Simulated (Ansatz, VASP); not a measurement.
## One calculation of NbAl2F3, two programs

```
Al Nb F
1.0
     2.44140    1.40954    3.94068
    -2.44140    1.40954    3.94068
     0.00000   -2.81908    3.94068
Al Nb F
2 1 3
Cartesian
  0.0000 0.0000 8.3195
  0.0000 0.0000 3.5025
  0.0000 0.0000 0.0000
  -1.2207 0.7048 1.9703
  1.2207 0.7048 1.9703
  0.0000 -1.4095 1.9703
```

Change from the starting cell: species swapped into the Tb2AlFe3 type (R-3m, No. 166).

Alike in both runs: functional PBE; k mesh 12 × 12 × 12; occupations gaussian, width 0.1 eV; no spin polarisation.

Ansatz relaxed the structure, and its values are those at the end. VASP's run is a single point on that final structure, the one shown.

|  | VASP | Ansatz |
| --- | --- | --- |
| version | VASP 6.6.1 | Ansatz 0.2.0 |
| potentials or method | VASP PAW PBE potentials, release 64 (Al, Nb_sv, F), cutoff 520 eV | scalar-relativistic, plane waves, PAW |
| valence electrons in the cell | 40 | 40 |

|  | VASP | Ansatz | Ansatz less VASP |
| --- | --- | --- | --- |
| gap on the k mesh at the Fermi level (eV) | none | none | - |
| pressure (GPa) | -0.2 | 0.0 | +0.25 |

A gap of «none» marks a metal or a gap that the smearing closes. With one functional, cell and mesh, what is left measures potentials, basis and numerics.
